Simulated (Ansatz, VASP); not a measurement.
# One calculation of Ni, two programs

File INCAR:

```
SYSTEM = Ni
PREC = Accurate
ENCUT = 520
EDIFF = 1E-7
ISMEAR = -1
SIGMA = 0.05
LREAL = .FALSE.
LASPH = .TRUE.
NELM = 150
ALGO = Normal
ISIF = 2
LWAVE = .FALSE.
LCHARG = .TRUE.
ISPIN = 2
MAGMOM = 1.5
LORBIT = 11
NUPDOWN = 1.5
LMAXMIX = 4
GGA = PE
LELF = .TRUE.
LVHAR = .TRUE.
NBANDS = 15
```

Contents of KPOINTS:

```
regular mesh
0
G
  11 11 11
  0 0 0
```

Contents of POSCAR:

```
Ni
1.0
    0.0000000000      1.7375729330      1.7375729330
    1.7375729330      0.0000000000      1.7375729330
    1.7375729330      1.7375729330      0.0000000000
Ni
1
Direct
    0.0000000000      0.0000000000      0.0000000000
```

input.yaml

```yaml
crystal:
  lattice:
    - [0.0, 1.737572933, 1.737572933]
    - [1.737572933, 0.0, 1.737572933]
    - [1.737572933, 1.737572933, 0.0]
  atoms:
    - { symbol: Ni, position: [0.0, 0.0, 0.0], spin: 1.5 }
hamiltonian:
  xc: pbe
  pseudopotentials: { kind: paw }
magnetization:
  spin_polarized: true
  initial_magnetization: 1.5
  spin_locking: { lock_magnetization: hard }
kpoints:
  mp_grid: { grid: [11, 11, 11] }
scf:
  occupations: { method: fermi_dirac, width: 0.05 }
  lower_state_search: "off"
output:
  forces: true
  stress: true
  eigenvalues: true
```

Alike in both runs: task single point; functional PBE; k mesh 11 × 11 × 11; occupations fermi-dirac, width 0.05 eV; collinear spin; fixed moment 1.5 μB.

|  | VASP | Ansatz |
| --- | --- | --- |
| version | VASP 6.6.1 | Ansatz 0.2.0 |
| potentials or method | VASP PAW PBE potentials, release 64 (Ni) | Ansatz PAW |
| plane-wave cutoff (eV) | 520 | 420 |
| valence electrons in the cell | 10 | 18 |

VASP gave:

- pressure (GPa): 21.0
- net moment per atom (μB): 1.50
- size of the moment on the site where the two differ most (μB): 1.45

Task: Estimate Ansatz's values.

Result: Pressure (GPa): 21.2; net moment per atom (μB): 1.50; size of the moment on the site where the two differ most (μB): 1.42.

Site moments also hang on the region over which each program counts them. VASP's potentials hold 10 valence electrons a cell and Ansatz's 18, so a difference there can come from the potentials and not from the codes.
